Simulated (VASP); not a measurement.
# GeBr (P6_3/mmc) in VASP: a series of runs

Runs on GeBr. Level: PBE. Tasks: single point, relaxation of cell and atoms.

Everything below comes from runs of VASP 6.6.1. Logs are shortened: lines on timing, memory, paths and dates and some standing lists are left out, and cuts for length are marked.

## Step 1: The cell of the first run

The structure is hexagonal, space group P6_3/mmc (No. 194). The conventional cell has a = 4.827 Å, b = 4.827 Å, c = 5.565 Å, α = 90.00°, β = 90.00°, γ = 120.00°. Ge (site symmetry -3m) has 2 Ge at 2.78 Å and 6 Br at 3.11 Å within 3.7 Å. Within 4.1 Å of Br (site symmetry -6m2) lie 6 Ge at 3.11 Å and 6 Br at 3.94 Å.

## Step 2: Single point, PBE

File INCAR:

```
SYSTEM = GeBr
PREC = Accurate
ENCUT = 520
EDIFF = 1E-6
ISMEAR = 0
SIGMA = 0.1
LREAL = .False.
LASPH = .True.
NELM = 100
ALGO = Normal
ISIF = 2
LWAVE = .False.
LCHARG = .False.
GGA = PE
NBANDS = 29
```

File KPOINTS:

```
regular mesh
0
Gamma
  12 12 8
  0 0 0
```

File POSCAR:

```
GeBr
1.0
    4.8268014062      0.0000000000      0.0000000000
   -2.4134007031      4.1801326368      0.0000000000
    0.0000000000      0.0000000000      5.5646608617
Ge Br
2 2
Direct
    0.0000000000      0.0000000000      0.0000000000
    0.0000000000      0.0000000000      0.5000000000
    0.3333333333      0.6666666667      0.7500000000
    0.6666666667      0.3333333333      0.2500000000
```

Potentials or basis: VASP PAW PBE potentials, release 64 (Ge_d, Br).

On the command line:

```bash
$ cat potpaw_PBE.64/Ge_d/POTCAR potpaw_PBE.64/Br/POTCAR > POTCAR
$ mpirun -np 1 vasp_std > vasp.out
```

OUTCAR:

```text
SYSTEM = GeBr
   PREC = Accurate
   ENCUT = 520
   EDIFF = 1E-6
   ISMEAR = 0
   LREAL = .False.
   LASPH = .True.
   NELM = 100
   ISIF = 2
   GGA = PE

 ion  position               nearest neighbor table
   1  0.000  0.000  0.000-   2 2.78   2 2.78
   2  0.000  0.000  0.500-   1 2.78   1 2.78
   3  0.333  0.667  0.750-
   4  0.667  0.333  0.250-

  LATTYP: Found a hexagonal cell.
 ALAT       =     4.8268014062
 C/A-ratio  =     1.1528671668

  Lattice vectors:

 A1 = (   4.8268014062,   0.0000000000,   0.0000000000)
 A2 = (  -2.4134007031,   4.1801326368,   0.0000000000)
 A3 = (   0.0000000000,   0.0000000000,   5.5646608617)

Analysis of symmetry for initial positions (statically):
=====================================================================
 Subroutine PRICEL returns:
 Original cell was already a primitive cell.

 Routine SETGRP: Setting up the symmetry group for a
 hexagonal supercell.

 Subroutine GETGRP returns: Found 24 space group operations
 (whereof 12 operations were pure point group operations)
 out of a pool of 24 trial point group operations.

The static configuration has the point symmetry D_3d.
 The point group associated with its full space group is D_6h.

Analysis of symmetry for dynamics (positions and initial velocities):
=====================================================================
 Subroutine PRICEL returns:
 Original cell was already a primitive cell.

 Routine SETGRP: Setting up the symmetry group for a
 hexagonal supercell.

 Subroutine GETGRP returns: Found 24 space group operations
 (whereof 12 operations were pure point group operations)
 out of a pool of 24 trial point group operations.

The dynamic configuration has the point symmetry D_3d.
 The point group associated with its full space group is D_6h.

 Subroutine INISYM returns: Found 24 space group operations
 (whereof 12 operations are pure point group operations),
 and found     1 'primitive' translations

----------------------------------------------------------------------------------------

                                     Primitive cell

  volume of cell :     112.2763

  direct lattice vectors                    reciprocal lattice vectors
     4.826801406  0.000000000  0.000000000     0.207176537  0.119613429  0.000000000
    -2.413400703  4.180132637  0.000000000     0.000000000  0.239226859  0.000000000
     0.000000000  0.000000000  5.564660862     0.000000000  0.000000000  0.179705471

  length of vectors
     4.826801406  4.826801406  5.564660862     0.239226859  0.239226859  0.179705471

[... 80 lines left out ...]
   LSORBIT =      F    spin-orbit coupling
   LASPH  =      T    aspherical Exc in radial PAW
   ENCUT  =  520.0 eV  38.22 Ry    6.18 a.u.   8.97  8.97 10.35*2*pi/ulx,y,z
   NELM   =    100;   NELMIN=  2; NELMDL= -5     # of ELM steps
   EDIFF  = 0.1E-05   stopping-criterion for ELM
   LREAL  =      F    real-space projection
   EDIFFG = 0.1E-04   stopping-criterion for IOM
   NSW    =      0    number of steps for IOM
   IBRION =     -1    ionic relax: 0-MD 1-quasi-New 2-CG
   NFREE  =      0    steps in history (QN), initial steepest desc. (CG)
   ISIF   =      2    stress and relaxation
   ISYM   =      2    0-nonsym 1-usesym 2-fastsym
   POTIM  = 0.5000    time-step for ionic-motion
   TEBEG  =    0.0;   TEEND  =   0.0 temperature during run
   PSTRESS=    0.0 pullay stress
   NELECT =      42.0000    total number of electrons
   NUPDOWN=      -1.0000    fix difference up-down
   EMIN   =  10.00;   EMAX   =-10.00  energy-range for DOS
   EFERMI =   0.00;   METHOD = LEGACY
   ISMEAR =     0;   SIGMA  =   0.10  broadening in eV -4-tet -1-fermi 0-gaus
   EFERMI_NEDOS =   21; number of points for ismear=-14 and -15
   IALGO  =     38    algorithm
   IMIX   =      4    mixing-type and parameters
     AMIX     =   0.40;   BMIX     =  1.00
     AMIX_MAG =   1.60;   BMIX_MAG =  1.00
  volume/ion in A,a.u.               =      28.07       189.42
  Fermi-wavevector in a.u.,A,eV,Ry     =   1.179583  2.229089 18.931367  1.391416
  Thomas-Fermi vector in A             =   2.315891
   LORBIT       =      0    0 simple, 1 ext, 2 COOP (PROOUT), +10 PAW based schemes
   GGA     = PE    functional components
   LHFCALC =     F    Hartree Fock is set to
   AEXX    =    0.0000 exact exchange contribution
   IVDW    =     0    specifies the selected vdW correction
   LEPSILON=     F    determine dielectric tensor
   LRPA    =     F    only Hartree local field effects (RPA)
 non-spin polarized calculation
 Gauss-broadening in eV      SIGMA  =   0.10
  energy-cutoff  :      520.00
  volume of cell :      112.28
 maximum number of plane-waves:      3054
 NGX is ok and might be reduce to    36
   NGX = 17   NGY = 17   NGZ = 21

 number of electron      41.9999997 magnetization

 Free energy of the ion-electron system (eV)
  ---------------------------------------------------
  ext. energy  EPLUGINS =         0.00000000
  ---------------------------------------------------
  free energy    TOTEN  =       -12.15849417 eV

  energy without entropy =      -12.14471147  energy(sigma->0) =      -12.15160282

 E-fermi :   3.7066     XC(G=0):  -8.9395

 val. band max:        3.7011321938   @ k =   0.1667   0.0000   0.1250
 cond. band min:       3.7095021814   @ k =   0.2500   0.2500   0.2500
 fundamental gap:      0.0083699877
 Fermi energy:         3.7066344603

 k-point     1 :       0.0000    0.0000    0.0000
  band No.  band energies     occupation
      1     -22.0727      2.00000
      2     -22.0727      2.00000
      3     -22.0659      2.00000
      4     -22.0659      2.00000
      5     -21.9794      2.00000
      6     -21.9651      2.00000
[... 757 lines left out ...]
     28      10.5887      0.00000
     29      10.5912      0.00000

 [... further k-points ...]
[... 5 lines left out ...]
  --------------------------------------------------------------------------------------
  -------------------------------------------------------------------------------------
  Total        0.0060320      0.0060320      0.0252522      0.0000000      0.0000000      0.0000000
  in kB        0.0860759      0.0860759      0.3603479      0.0000000      0.0000000      0.0000000
  external PRESSURE =       0.1774999 kB  Pullay stress =       0.0000000 kB

 VOLUME and BASIS-vectors are now :
 -----------------------------------------------------------------------------
  energy-cutoff  :      520.00
  volume of cell :      112.28
      direct lattice vectors                 reciprocal lattice vectors
     4.826801406  0.000000000  0.000000000     0.207176537  0.119613429  0.000000000
    -2.413400703  4.180132637  0.000000000     0.000000000  0.239226859  0.000000000
     0.000000000  0.000000000  5.564660862     0.000000000  0.000000000  0.179705471

 POSITION                                       TOTAL-FORCE (eV/Angst)
 -----------------------------------------------------------------------------------
      0.00000      0.00000      0.00000        -0.000000      0.000000     -0.000000
      0.00000      0.00000      2.78233        -0.000000      0.000000     -0.000000
     -0.00000      2.78676      4.17350         0.000000     -0.000000      0.000000
      2.41340      1.39338      1.39117        -0.000000      0.000000     -0.000000
 -----------------------------------------------------------------------------------
    total drift:                               -0.000000      0.000000      0.000000

  FREE ENERGIE OF THE ION-ELECTRON SYSTEM (eV)
  ---------------------------------------------------
  free  energy   TOTEN  =       -12.1584941677 eV

  energy  without entropy=      -12.1447114750  energy(sigma->0) =      -12.15160282
```

Wall time 3.1 min (1 thread of Intel Xeon Platinum 8259CL at 2.50GHz (Skylake/Cascade Lake), shared host); peak memory 0.39 GiB.

Results:

```yaml
Free_energy: -12.1585 eV
Pressure: 0.0 GPa
Band_gap_on_the_k_mesh: zero (bands 21 and 22 overlap by 1.44 eV)
```

## Step 3: Relaxation of cell and atoms, PBE

This run uses another cell than the first one, of 28.21 Å³/atom.

File INCAR:

```
SYSTEM = GeBr
ALGO = Normal
EDIFF = 1E-6
EDIFFG = -0.01
ENCUT = 600
GGA = PE
IBRION = 2
ISIF = 3
ISMEAR = 0
LASPH = .TRUE.
LCHARG = .FALSE.
LREAL = .FALSE.
LWAVE = .FALSE.
NELM = 100
NSW = 100
PREC = Accurate
SIGMA = 0.1
```

File KPOINTS:

```
k-points
0
G
  12 12 8
  0 0 0
```

File POSCAR:

```
GeBr
1.0
    4.8934122063      0.0000000000      0.0000000000
   -2.4467061031      4.2378192818      0.0000000000
    0.0000000000      0.0000000000      5.4405174529
Ge Br
2 2
Direct
    0.0000000000      0.0000000000      0.0000000000
    0.0000000000      0.0000000000      0.5000000000
    0.3333333333      0.6666666667      0.7500000000
    0.6666666667      0.3333333333      0.2500000000
```

Potentials or basis: VASP PAW PBE potentials, release 64 (Ge_d, Br).

On the command line:

```bash
$ cat potpaw_PBE.64/Ge_d/POTCAR potpaw_PBE.64/Br/POTCAR > POTCAR
$ mpirun -np 1 vasp_std > vasp.out
```

It took 11 min on 1 thread of Intel Xeon Platinum 8259CL at 2.50GHz (Skylake/Cascade Lake), shared host; peak memory 0.47 GiB.

It converged, with:

- Free energy: -12.1586 eV
- Relaxed volume: 28.05 Å³/atom
- Relaxed cell: a = 4.825 Å, b = 4.825 Å, c = 5.565 Å, α = 90.00°, β = 90.00°, γ = 120.00°
- Space group after relaxing (to 0.1 Å): P6_3/mmc (No. 194)
- Energy gained by relaxing: 3.8 meV/atom
- Ionic steps: 5
- Pressure after relaxing: 0.0 GPa
- Band gap on the k mesh: zero (bands 21 and 22 overlap by 1.45 eV)

Step by step:
```tsv
step	energy change (eV)	largest force (eV/Å)	pressure (GPa)	volume (Å³)
1	0.0000	0.0000	-0.03	112.82
2	-0.0092	0.0000	-0.06	112.73
3	-0.0150	0.0000	-0.06	112.58
4	-0.0151	0.0000	-0.09	112.55
5	-0.0152	0.0000	-0.03	112.19
```

Final structure:
```cif
data_structure
_symmetry_space_group_name_H-M 'P 1'
_symmetry_Int_Tables_number 1
_cell_length_a 4.8246
_cell_length_b 4.8246
_cell_length_c 5.5653
_cell_angle_alpha 90.000
_cell_angle_beta 90.000
_cell_angle_gamma 120.000
_cell_volume 112.19
loop_
_atom_site_label
_atom_site_type_symbol
_atom_site_fract_x
_atom_site_fract_y
_atom_site_fract_z
_atom_site_occupancy
Ge1 Ge 0.00000 0.00000 0.00000 1
Ge2 Ge 0.00000 0.00000 0.50000 1
Br1 Br 0.33333 0.66667 0.75000 1
Br2 Br 0.66667 0.33333 0.25000 1
```

Levels at points of the mesh, in eV from the Fermi level:
```csv
k point,band 18,band 19,band 20,band 21,band 22,band 23,band 24,band 25
"(0.00, 0.00, 0.00)",-4.36,-3.32,-3.00,-2.73,0.27,0.27,1.44,1.44
"(0.50, 0.00, 0.00)",-3.67,-3.36,-3.17,-2.25,0.59,0.85,1.65,2.98
"(0.00, 0.00, 0.50)",-4.33,-3.61,-3.61,0.26,0.26,0.26,0.26,1.44
"(0.50, 0.00, 0.50)",-4.73,-2.95,-2.95,1.21,1.21,1.46,1.52,1.52
```

## Step 4: Single point, PBE

This run uses another cell than the first one, of 40.74 Å³/atom.

File INCAR:

```
  PREC = Accurate
  ENCUT = 520
  EDIFF = 1E-6
  ISMEAR = 0
  SIGMA = 0.1
  LREAL = False
  LASPH = True
  NELM = 100
  ALGO = Normal
  ISIF = 2
  LWAVE = False
  LCHARG = True
  GGA = PE
  LELF = True
  LVHAR = True
  NBANDS = 29
```

File KPOINTS:

```
Automatic mesh
0
Gamma
  6 6 2
```

File POSCAR:

```
GeBr
1.0
    4.8516221300      0.0000000000      0.0000000000
   -2.4258110600      4.2016280100      0.0000000000
    0.0000000000      0.0000000000      7.9934823000
Ge Br
2 2
Direct
    0.0000000000      0.0000000000      0.0000000000
    0.0000000000      0.0000000000      0.5000000000
    0.3333333300      0.6666666700      0.7500000000
    0.6666666700      0.3333333300      0.2500000000
```

On the command line:

```bash
$ cat potpaw_PBE.64/Ge_d/POTCAR potpaw_PBE.64/Br/POTCAR > POTCAR
$ mpirun -np 1 vasp_std > vasp.out
```

It took 48 s on 1 thread of Intel Xeon Platinum 8259CL at 2.50GHz (Skylake/Cascade Lake), shared host; peak memory 0.28 GiB.

The run converged. Its results:

* Free energy: -10.1782 eV
* Pressure: -5.3 GPa
* Band gap on the k mesh: zero (bands 21 and 22 overlap by 0.84 eV)

Stress tensor (GPa, compression positive):
```
-4.70  0.00  0.00
 0.00 -4.70  0.00
 0.00  0.00 -6.52
```

Levels at points of the mesh, in eV from the Fermi level:
```
           k point  band 19  band 20  band 21  band 22  band 23  band 24
(0.00, 0.00, 0.00)    -3.05    -2.74    -1.21     0.69     0.69     0.72
(0.50, 0.00, 0.00)    -3.05    -2.85    -0.83     0.25     0.76     0.83
(0.00, 0.00, 0.50)    -3.06    -3.06     0.14     0.14     0.67     0.67
(0.50, 0.00, 0.50)    -3.37    -3.37     0.33     0.33     0.69     0.69
```

Caveat: the k points lie up to 0.39 Å⁻¹ apart, too coarse for converged energies and pressures of a metal.

## Step 5: Summary

```csv
task,cell,k mesh,cutoff (eV),gap on the mesh (eV),pressure (GPa)
single point,"a = 4.827, b = 4.827, c = 5.565 Å, angles 90.0, 90.0, 120.0°, 4 atoms",12 × 12 × 8,520,none,0.0
relaxation of cell and atoms,"relaxed from a = 4.893, b = 4.893, c = 5.441 Å, angles 90.0, 90.0, 120.0°, 4 atoms",12 × 12 × 8,600,none,0.0
single point,"a = 4.852, b = 4.852, c = 7.993 Å, angles 90.0, 90.0, 120.0°, 4 atoms",6 × 6 × 2,520,none,-5.3
```

Alike in all rows: level PBE; potentials or basis VASP PAW PBE potentials, release 64 (Ge_d, Br); no spin polarisation; smearing gaussian 0.1 eV.

Caveats: some runs use coarse meshes.

Total energies depend on the potentials used, so only differences within one code and one set of settings carry meaning.
